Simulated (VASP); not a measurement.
Wanted: the native input for a VASP 6.6.1 run.

- Task: single point
- Functional: PBEsol
- Potentials or basis: VASP PAW PBE potentials, release 64 (Ba_sv, F)
- Cutoff: 600 eV
- k mesh: 6 × 6 × 6
- Occupations: gaussian, width 0.02 eV
- Spin: no spin polarisation
- Dipole correction: no
- Further INCAR settings: ALGO = Normal; EDIFF = 1e-06; NBANDS = 19

The structure of BaF2 lies in POSCAR:

```
BaF2
1.0
    0.0000000000      3.0689008514      3.0689008514
    3.0689008514      0.0000000000      3.0689008514
    3.0689008514      3.0689008514      0.0000000000
Ba F
1 2
Direct
    0.0000000000      0.0000000000      0.0000000000
    0.2500000000      0.2500000000      0.2500000000
    0.7500000000      0.7500000000      0.7500000000
```

These files were run (other wordings do the same):

INCAR

```
ALGO     = Normal         # electronic algorithm
EDIFF    = 1E-6           # SCF threshold, eV
ENCUT    = 600            # plane-wave cutoff, eV
GGA      = PS             # functional
GGA_COMPAT= F            
ISIF     = 2              # what is computed and relaxed
ISMEAR   = 0              # smearing method
LASPH    = T              # aspherical terms in the spheres
LCHARG   = F              # write CHGCAR
LREAL    = F              # projectors in reciprocal space
LWAVE    = F              # write WAVECAR
NBANDS   = 19             # bands
NELM     = 120            # most SCF steps
PREC     = Accurate       # precision mode
SIGMA    = 0.02           # smearing width, eV
```

KPOINTS

```
k-points
0
Gamma
  6 6 6
```

Potentials or basis: VASP PAW PBE potentials, release 64 (Ba_sv, F).

Launch:

```bash
$ cat potpaw_PBE.64/Ba_sv/POTCAR potpaw_PBE.64/F/POTCAR > POTCAR
$ mpirun -np 1 vasp_std > vasp.out
```

Results of the run:

```json
{"Pressure": "1.2 GPa", "Band gap on the k mesh": "6.77 eV (least direct gap 6.85 eV)"}
```

Caveat: the PAW data sets were made with another functional, which shifts forces and pressure a little; spin-orbit coupling is left out, which moves the levels of the heavy elements.

Wall time 32 s on 1 thread of Intel Xeon 8259CL, with other jobs on the host, peak memory 0.21 GiB.
